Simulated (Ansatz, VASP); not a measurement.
## One calculation of Ge5P, two programs

```xyz
6
Lattice="3.6761 0.0000 0.0000 -1.8381 3.1836 0.0000 0.0000 0.0000 10.3815" Properties=species:S:1:pos:R:3 pbc="T T T"
Ge    1.8381    1.0612    8.8213
Ge    0.0000    0.0000    6.7499
Ge    1.8381    1.0612    5.1907
Ge    0.0000    0.0000    3.6315
Ge    1.8381    1.0612    1.5602
P     0.0000    0.0000    0.0000
```

Change from the starting cell: species swapped into the Ca5Mg type (P-6m2, No. 187).

Alike in both runs: functional PBE; k mesh 12 × 12 × 4; occupations gaussian, width 0.1 eV; no spin polarisation.

Ansatz relaxed the structure, and its values are those at the end. VASP's run is a single point on that final structure, the one shown.

|  | VASP | Ansatz |
| --- | --- | --- |
| version | VASP 6.6.1 | Ansatz 0.2.0 |
| potentials or method | VASP PAW PBE potentials, release 64 (Ge_d, P), cutoff 520 eV | scalar-relativistic, plane waves, PAW |
| valence electrons in the cell | 75 | 75 |

```csv
,VASP,Ansatz,Ansatz less VASP
gap on the k mesh at the Fermi level (eV),none,none,-
pressure (GPa),0.0,0.0,+0.02
```

A gap of «none» marks a metal or a gap that the smearing closes.
